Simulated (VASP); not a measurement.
Here is a VASP 6.6.1 calculation.

The input INCAR:

```
PREC = Accurate ; ENCUT = 600
EDIFF = 1E-7 ; ISMEAR = 0
SIGMA = 0.1 ; LREAL = F
LASPH = T ; NELM = 80
ALGO = Normal ; ISIF = 3
LWAVE = F ; LCHARG = F
GGA = PE ; IBRION = 2
NSW = 90 ; EDIFFG = -0.04
```

File KPOINTS:

```
Automatic mesh
0
Gamma
  4 4 4
```

The input POSCAR:

```
GaS3
1.0
    4.9143349300      0.0000000000      0.0000000000
    0.0000000000      4.9143349300      0.0000000000
    0.0000000000      0.0000000000      4.9143349300
Ga S
1 3
Direct
    0.0000000000      0.0000000000      0.0000000000
    0.5000000000      0.5000000000      0.0000000000
    0.5000000000      0.0000000000      0.5000000000
    0.0000000000      0.5000000000      0.5000000000
```

Potentials or basis: VASP PAW PBE potentials, release 64 (Ga_d, S).

Run with:

```console
$ cat potpaw_PBE.64/Ga_d/POTCAR potpaw_PBE.64/S/POTCAR > POTCAR
$ mpirun -np 1 vasp_std > vasp.out
```

Estimate the relaxed volume.

17.28 Å³/atom.

Predict the relaxed cell.

a = 4.104 Å, b = 4.104 Å, c = 4.104 Å, α = 90.00°, β = 90.00°, γ = 90.00°.

Final structure:
```xyz
4
Lattice="4.1042 0.0000 0.0000 0.0000 4.1042 0.0000 0.0000 0.0000 4.1042" Properties=species:S:1:pos:R:3 pbc="T T T"
Ga    0.0000    0.0000    0.0000
S     2.0521    2.0521    0.0000
S     2.0521    0.0000    2.0521
S     0.0000    2.0521    2.0521
```

Caveat: the volume moved by over 15 % at a fixed basis, so the end points are rough.
